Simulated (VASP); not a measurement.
# MgTe5 (F-43m) in VASP: notebook

MgTe5 is run at these levels: PBE; tasks: single point, relaxation of cell and atoms.

Program: VASP 6.6.1. These are calculated values, not measurements. Logs are shortened: lines on timing, memory, paths and dates and some standing lists are left out, and cuts for length are marked.

## 1. The cell of the first run

Symmetry: F-43m, No. 216, cubic system. Conventional cell: a = 9.057 Å, b = 9.057 Å, c = 9.057 Å, α = 90.00°, β = 90.00°, γ = 90.00°. Mg (site symmetry -43m) has 16 Te at 3.76 to 3.92 Å within 4.9 Å. Te (site symmetry 3m) has 9 Te at 3.20 to 3.75 Å and 3 Mg at 3.76 Å within 4.2 Å. Within 4.9 Å of Te (site symmetry -43m) lie 12 Te at 3.75 Å and 4 Mg at 3.92 Å.

The cell was built from a structure type or drawn by symmetry, and may not be a known phase.

## 2. Single point, PBE

File INCAR:

```
PREC     = Accurate       # precision mode
ENCUT    = 520            # plane-wave cutoff, eV
EDIFF    = 1E-6           # SCF threshold, eV
ISMEAR   = 0              # smearing method
SIGMA    = 0.1            # smearing width, eV
LREAL    = F              # projectors in reciprocal space
LASPH    = T              # aspherical terms in the spheres
NELM     = 80             # most SCF steps
ALGO     = Normal         # electronic algorithm
ISIF     = 2              # what is computed and relaxed
LWAVE    = F              # write WAVECAR
LCHARG   = F              # write CHGCAR
GGA      = PE             # functional
NBANDS   = 25             # bands
```

File KPOINTS:

```
regular mesh
0
Gamma
  4 4 4
```

File POSCAR:

```
MgTe5
1.0
    0.0000000000      4.5284669928      4.5284669928
    4.5284669928      0.0000000000      4.5284669928
    4.5284669928      4.5284669928      0.0000000000
Mg Te
1 5
Direct
    0.5000000000      0.5000000000      0.5000000000
    0.8750787601      0.8750787601      0.8750787601
    0.8750787601      0.8750787601      0.3747637198
    0.8750787601      0.3747637198      0.8750787601
    0.3747637198      0.8750787601      0.8750787601
    0.2500000000      0.2500000000      0.2500000000
```

Potentials or basis: VASP PAW PBE potentials, release 64 (Mg, Te).

On the command line:

```sh
cat potpaw_PBE.64/Mg/POTCAR potpaw_PBE.64/Te/POTCAR > POTCAR
mpirun -np 1 vasp_std > vasp.out
```

OUTCAR:

```text
PREC = Accurate
   ENCUT = 520
   EDIFF = 1E-6
   ISMEAR = 0
   LREAL = F
   LASPH = T
   NELM = 80
   ISIF = 2
   GGA = PE

 ion  position               nearest neighbor table
   1  0.500  0.500  0.500-
   2  0.875  0.875  0.875-   3 3.20   4 3.20   5 3.20   3 3.20   4 3.20   5 3.20
   3  0.875  0.875  0.375-   2 3.20   4 3.20   5 3.20   2 3.20   4 3.20   5 3.20
   4  0.875  0.375  0.875-   2 3.20   3 3.20   5 3.20   3 3.20   2 3.20   5 3.20
   5  0.375  0.875  0.875-   2 3.20   3 3.20   4 3.20   2 3.20   3 3.20   4 3.20
   6  0.250  0.250  0.250-

  LATTYP: Found a face centered cubic cell.
 ALAT       =     9.0569339856

  Lattice vectors:

 A1 = (   0.0000000000,   4.5284669928,   4.5284669928)
 A2 = (   4.5284669928,   0.0000000000,   4.5284669928)
 A3 = (   4.5284669928,   4.5284669928,   0.0000000000)

Analysis of symmetry for initial positions (statically):
=====================================================================
 Subroutine PRICEL returns:
 Original cell was already a primitive cell.

 Routine SETGRP: Setting up the symmetry group for a
 face centered cubic supercell.

 Subroutine GETGRP returns: Found 24 space group operations
 (whereof 24 operations were pure point group operations)
 out of a pool of 48 trial point group operations.

The static configuration has the point symmetry T_d .

Analysis of symmetry for dynamics (positions and initial velocities):
=====================================================================
 Subroutine PRICEL returns:
 Original cell was already a primitive cell.

 Routine SETGRP: Setting up the symmetry group for a
 face centered cubic supercell.

 Subroutine GETGRP returns: Found 24 space group operations
 (whereof 24 operations were pure point group operations)
 out of a pool of 48 trial point group operations.

The dynamic configuration has the point symmetry T_d .

 Subroutine INISYM returns: Found 24 space group operations
 (whereof 24 operations are pure point group operations),
 and found     1 'primitive' translations

----------------------------------------------------------------------------------------

                                     Primitive cell

  volume of cell :     185.7307

[... 78 lines left out ...]
   NELM   =     80;   NELMIN=  2; NELMDL= -5     # of ELM steps
   EDIFF  = 0.1E-05   stopping-criterion for ELM
   LREAL  =      F    real-space projection
   EDIFFG = 0.1E-04   stopping-criterion for IOM
   NSW    =      0    number of steps for IOM
   IBRION =     -1    ionic relax: 0-MD 1-quasi-New 2-CG
   NFREE  =      0    steps in history (QN), initial steepest desc. (CG)
   ISIF   =      2    stress and relaxation
   ISYM   =      2    0-nonsym 1-usesym 2-fastsym
   POTIM  = 0.5000    time-step for ionic-motion
   TEBEG  =    0.0;   TEEND  =   0.0 temperature during run
   PSTRESS=    0.0 pullay stress
   NELECT =      32.0000    total number of electrons
   NUPDOWN=      -1.0000    fix difference up-down
   EMIN   =  10.00;   EMAX   =-10.00  energy-range for DOS
   EFERMI =   0.00;   METHOD = LEGACY
   ISMEAR =     0;   SIGMA  =   0.10  broadening in eV -4-tet -1-fermi 0-gaus
   EFERMI_NEDOS =   21; number of points for ismear=-14 and -15
   IALGO  =     38    algorithm
   IMIX   =      4    mixing-type and parameters
     AMIX     =   0.40;   BMIX     =  1.00
     AMIX_MAG =   1.60;   BMIX_MAG =  1.00
  volume/ion in A,a.u.               =      30.96       208.90
  Fermi-wavevector in a.u.,A,eV,Ry     =   0.910955  1.721455 11.290647  0.829839
  Thomas-Fermi vector in A             =   2.035178
   LORBIT       =      0    0 simple, 1 ext, 2 COOP (PROOUT), +10 PAW based schemes
   GGA     = PE    functional components
   LHFCALC =     F    Hartree Fock is set to
   AEXX    =    0.0000 exact exchange contribution
   IVDW    =     0    specifies the selected vdW correction
   LEPSILON=     F    determine dielectric tensor
   LRPA    =     F    only Hartree local field effects (RPA)
 non-spin polarized calculation
 Gauss-broadening in eV      SIGMA  =   0.10
  energy-cutoff  :      520.00
  volume of cell :      185.73
 maximum number of plane-waves:      5044
   NGX = 23   NGY = 23   NGZ = 23

 number of electron      32.0000003 magnetization

 Free energy of the ion-electron system (eV)
  ---------------------------------------------------
  ext. energy  EPLUGINS =         0.00000000
  ---------------------------------------------------
  free energy    TOTEN  =       -14.56638791 eV

  energy without entropy =      -14.50194776  energy(sigma->0) =      -14.53416784

 E-fermi :   6.0921     XC(G=0):  -9.2809

 val. band max:        6.0700831722   @ k =   0.5000   0.5000   0.0000
 cond. band min:       6.1151258349   @ k =   0.5000   0.2500   0.0000
 fundamental gap:      0.0450426627
 Fermi energy:         6.0920524219

 k-point     1 :       0.0000    0.0000    0.0000
  band No.  band energies     occupation
      1      -7.6937      2.00000
      2      -4.3581      2.00000
      3      -4.3581      2.00000
      4      -4.3581      2.00000
      5      -3.8545      2.00000
      6      -0.9335      2.00000
[... 213 lines left out ...]
     24      10.3170      0.00000
     25      11.8535      0.00000

------------------------ aborting loop because EDIFF is reached ----------------------------------------

  FORCE on cell =-STRESS in cart. coord.  units (eV):
  Direction    XX          YY          ZZ          XY          YZ          ZX
  --------------------------------------------------------------------------------------
  -------------------------------------------------------------------------------------
  Total       -0.1082685     -0.1082685     -0.1082685      0.0000000      0.0000000      0.0000000
  in kB       -0.9339619     -0.9339619     -0.9339619      0.0000000      0.0000000      0.0000000
  external PRESSURE =      -0.9339619 kB  Pullay stress =       0.0000000 kB

 VOLUME and BASIS-vectors are now :
 -----------------------------------------------------------------------------
  energy-cutoff  :      520.00
  volume of cell :      185.73
      direct lattice vectors                 reciprocal lattice vectors
     0.000000000  4.528466993  4.528466993    -0.110412641  0.110412641  0.110412641
     4.528466993  0.000000000  4.528466993     0.110412641 -0.110412641  0.110412641
     4.528466993  4.528466993  0.000000000     0.110412641  0.110412641 -0.110412641

 POSITION                                       TOTAL-FORCE (eV/Angst)
 -----------------------------------------------------------------------------------
      4.52847      4.52847      4.52847         0.000000      0.000000      0.000000
      7.92553      7.92553      7.92553         0.028041      0.028041      0.028041
      5.65987      5.65987      7.92553        -0.028041     -0.028041      0.028041
      5.65987      7.92553      5.65987        -0.028041      0.028041     -0.028041
      7.92553      5.65987      5.65987         0.028041     -0.028041     -0.028041
      2.26423      2.26423      2.26423         0.000000      0.000000      0.000000
 -----------------------------------------------------------------------------------
    total drift:                               -0.000000     -0.000000     -0.000000

  FREE ENERGIE OF THE ION-ELECTRON SYSTEM (eV)
  ---------------------------------------------------
  free  energy   TOTEN  =       -14.5663879128 eV

  energy  without entropy=      -14.5019477583  energy(sigma->0) =      -14.53416784
```

stdout:

```text
POSCAR found type information on POSCAR MgTe
 POSCAR found :  2 types and       6 ions
 scaLAPACK will be used
 LDA part: xc-table for (Slater+PW92), standard interpolation
 POSCAR, INCAR and KPOINTS ok, starting setup
 FFT: planning ... GRIDC
 FFT: planning ... GRID_SOFT
 FFT: planning ... GRID
 WAVECAR not read
 entering main loop
```

Run time: 23 s. Hardware: 1 thread of Intel Xeon 6975P-C (Granite Rapids), shared host; peak memory 0.32 GiB.

Results:

```
Free energy            : -14.5664 eV
Pressure               : -0.1 GPa
Largest force          : 0.049 eV/Å
Band gap on the k mesh : zero (bands 16 and 17 overlap by 1.28 eV)
```

Forces on the atoms (eV/Å):
```
Mg   0.000  0.000  0.000
Te   0.028  0.028  0.028
Te  -0.028 -0.028  0.028
Te  -0.028  0.028 -0.028
Te   0.028 -0.028 -0.028
Te   0.000  0.000  0.000
```

Levels at points of the mesh, in eV from the Fermi level:
```
           k point  band 12  band 13  band 14  band 15  band 16  band 17  band 18  band 19
(0.00, 0.00, 0.00)    -1.47    -1.47    -1.47    -1.18     1.26     1.26     1.26     1.87
(0.50, 0.00, 0.00)    -2.29    -2.04    -2.04    -1.04     0.14     0.14     0.23     1.33
(0.50, 0.50, 0.00)    -2.08    -1.99    -1.78    -1.76    -0.58    -0.02    -0.02     0.65
```

Caveat: spin-orbit coupling is left out, which moves the levels of the heavy elements.

## 3. Single point, PBE

This run uses another cell than the first one, of 32.38 Å³/atom.

File INCAR:

```
  ALGO = Normal
  EDIFF = 1E-6
  ENCUT = 520
  GGA = PE
  ISIF = 2
  ISMEAR = 0
  LASPH = T
  LCHARG = F
  LREAL = F
  LWAVE = F
  NBANDS = 25
  NELM = 100
  PREC = Accurate
  SIGMA = 0.1
```

File KPOINTS:

```
k-points
0
Gamma
  4 4 4
```

File POSCAR:

```
MgTe5
1.0
    0.0000000000      4.5970552100      4.5970552100
    4.5970552100      0.0000000000      4.5970552100
    4.5970552100      4.5970552100      0.0000000000
Mg Te
1 5
Direct
    0.5000000000      0.5000000000      0.5000000000
    0.8739529700      0.8739529700      0.8739529700
    0.8739529700      0.8739529700      0.3781411000
    0.8739529700      0.3781411000      0.8739529700
    0.3781411000      0.8739529700      0.8739529700
    0.2500000000      0.2500000000      0.2500000000
```

Potentials or basis: VASP PAW PBE potentials, release 64 (Mg, Te).

On the command line:

```sh
cat potpaw_PBE.64/Mg/POTCAR potpaw_PBE.64/Te/POTCAR > POTCAR
mpirun -np 1 vasp_std > vasp.out
```

It took 23 s on 1 thread of Intel Xeon 6975P-C (Granite Rapids), shared host; peak memory 0.33 GiB.

Results (log left out):

| Quantity | Value |
| --- | --- |
| Free energy | -14.5089 eV |
| Pressure | -1.7 GPa |
| Largest force | 0.129 eV/Å |
| Band gap on the k mesh | zero (bands 16 and 17 overlap by 1.17 eV) |

Forces on the atoms (eV/Å):
```
Mg   0.000  0.000  0.000
Te   0.074  0.074  0.074
Te  -0.074 -0.074  0.074
Te  -0.074  0.074 -0.074
Te   0.074 -0.074 -0.074
Te   0.000  0.000  0.000
```

Levels at points of the mesh, in eV from the Fermi level:
| k point | band 11 | band 12 | band 13 | band 14 | band 15 | band 16 | band 17 | band 18 | band 19 | band 20 |
| --- | --- | --- | --- | --- | --- | --- | --- | --- | --- | --- |
| (0.00, 0.00, 0.00) | -3.25 | -1.36 | -1.36 | -1.36 | -1.17 | 1.16 | 1.16 | 1.16 | 1.80 | 1.80 |
| (0.50, 0.00, 0.00) | -2.51 | -2.18 | -1.87 | -1.87 | -0.99 | 0.11 | 0.11 | 0.22 | 1.22 | 2.03 |
| (0.50, 0.50, 0.00) | -2.02 | -1.97 | -1.97 | -1.72 | -1.61 | -0.50 | -0.01 | -0.01 | 0.60 | 1.85 |

Caveat: spin-orbit coupling is left out, which moves the levels of the heavy elements.

## 4. Single point, PBE

This run uses another cell than the first one, of 30.44 Å³/atom.

File INCAR:

```
ALGO     = Normal         # electronic algorithm
EDIFF    = 1E-6           # SCF threshold, eV
ENCUT    = 520            # plane-wave cutoff, eV
GGA      = PE             # functional
ISIF     = 2              # what is computed and relaxed
ISMEAR   = 0              # smearing method
LASPH    = T              # aspherical terms in the spheres
LCHARG   = F              # write CHGCAR
LREAL    = F              # projectors in reciprocal space
LWAVE    = F              # write WAVECAR
NBANDS   = 25             # bands
NELM     = 60             # most SCF steps
PREC     = Accurate       # precision mode
SIGMA    = 0.1            # smearing width, eV
```

File KPOINTS:

```
k-points
0
Gamma
  8 8 8
```

File POSCAR:

```
MgTe5
1.0
    0.0000000000      4.5030500271      4.5030500271
    4.5030500271      0.0000000000      4.5030500271
    4.5030500271      4.5030500271      0.0000000000
Mg Te
1 5
Direct
    0.5000000000      0.5000000000      0.5000000000
    0.1249579245      0.6251262264      0.1249579245
    0.1249579245      0.1249579245      0.1249579245
    0.6251262264      0.1249579245      0.1249579245
    0.1249579245      0.1249579245      0.6251262264
    0.7500000000      0.7500000000      0.7500000000
```

On the command line:

```sh
cat potpaw_PBE.64/Mg/POTCAR potpaw_PBE.64/Te/POTCAR > POTCAR
mpirun -np 1 vasp_std > vasp.out
```

Run time: 57 s. Hardware: 1 thread of Intel Xeon 6975P-C (Granite Rapids), shared host; peak memory 0.36 GiB.

Results (log left out):

```yaml
Free_energy: -14.9568 eV
Pressure: -0.1 GPa
Band_gap_on_the_k_mesh: zero (bands 16 and 17 overlap by 1.50 eV)
```

Levels at points of the mesh, in eV from the Fermi level:
```tsv
k point	band 14	band 15	band 16	band 17	band 18	band 19
(0.00, 0.00, 0.00)	-1.54	-1.17	1.33	1.33	1.33	1.94
(0.50, 0.00, 0.00)	-2.05	-1.06	0.14	0.14	0.25	1.40
(0.50, 0.50, 0.00)	-1.79	-1.78	-0.63	-0.04	-0.04	0.71
```

Caveat: spin-orbit coupling is left out, which moves the levels of the heavy elements.

## 5. Relaxation of cell and atoms, PBE

This run uses another cell than the first one, of 32.38 Å³/atom.

File INCAR:

```
ALGO = Normal
EDIFF = 1E-7
EDIFFG = -0.04
ENCUT = 600
GGA = PE
IBRION = 2
ISIF = 3
ISMEAR = 0
LASPH = True
LCHARG = False
LREAL = False
LWAVE = False
NELM = 100
NSW = 90
PREC = Accurate
SIGMA = 0.1
```

File KPOINTS:

```
k-points
0
Gamma
  4 4 4
```

File POSCAR:

```
MgTe5
1.0
    0.0000000000      4.5970552100      4.5970552100
    4.5970552100      0.0000000000      4.5970552100
    4.5970552100      4.5970552100      0.0000000000
Mg Te
1 5
Direct
    0.5000000000      0.5000000000      0.5000000000
    0.8739529700      0.8739529700      0.8739529700
    0.8739529700      0.8739529700      0.3781411000
    0.8739529700      0.3781411000      0.8739529700
    0.3781411000      0.8739529700      0.8739529700
    0.2500000000      0.2500000000      0.2500000000
```

On the command line:

```sh
cat potpaw_PBE.64/Mg/POTCAR potpaw_PBE.64/Te/POTCAR > POTCAR
mpirun -np 1 vasp_std > vasp.out
```

Wall time 1.8 min (1 thread of Intel Xeon 6975P-C (Granite Rapids), shared host); peak memory 0.42 GiB.

The run converged. Its results:

```yaml
Free_energy: -14.5673 eV
Relaxed_volume: 30.85 Å³/atom
Relaxed_cell: a = 6.397 Å, b = 6.397 Å, c = 6.397 Å, α = 60.00°, β = 60.00°, γ = 60.00°
Space_group_after_relaxing_to_0.1_Å: F-43m (No. 216)
Energy_gained_by_relaxing: 9.8 meV/atom
Ionic_steps: 5
Pressure_after_relaxing: 0.1 GPa
Band_gap_on_the_k_mesh: zero (bands 16 and 17 overlap by 1.29 eV)
```

Step by step:
```csv
step,energy change (eV),largest force (eV/Å),pressure (GPa),volume (Å³)
1,0.0000,0.1287,-1.73,194.30
2,-0.0536,0.1236,0.15,184.64
3,-0.0538,0.1245,0.05,185.07
4,-0.0563,0.0846,0.05,185.08
5,-0.0585,0.0006,0.05,185.10
```

Final structure:
```
Mg Te
1.0
     0.00000    4.52331    4.52331
     4.52331    0.00000    4.52331
     4.52331    4.52331    0.00000
Mg Te
1 5
Direct
  0.50000 0.50000 0.50000
  0.87555 0.87555 0.87555
  0.87555 0.87555 0.37336
  0.87555 0.37336 0.87555
  0.37336 0.87555 0.87555
  0.25000 0.25000 0.25000
```

Levels at points of the mesh, in eV from the Fermi level:
```
           k point  band 11  band 12  band 13  band 14  band 15  band 16  band 17  band 18  band 19  band 20
(0.00, 0.00, 0.00)    -3.45    -1.48    -1.48    -1.48    -1.18     1.27     1.27     1.27     1.87     1.87
(0.50, 0.00, 0.00)    -2.60    -2.29    -2.07    -2.07    -1.06     0.15     0.15     0.23     1.34     2.18
(0.50, 0.50, 0.00)    -2.08    -2.08    -1.96    -1.82    -1.74    -0.60    -0.02    -0.02     0.65     2.00
```

Caveat: spin-orbit coupling is left out, which moves the levels of the heavy elements.

[end of part 1 of 2]
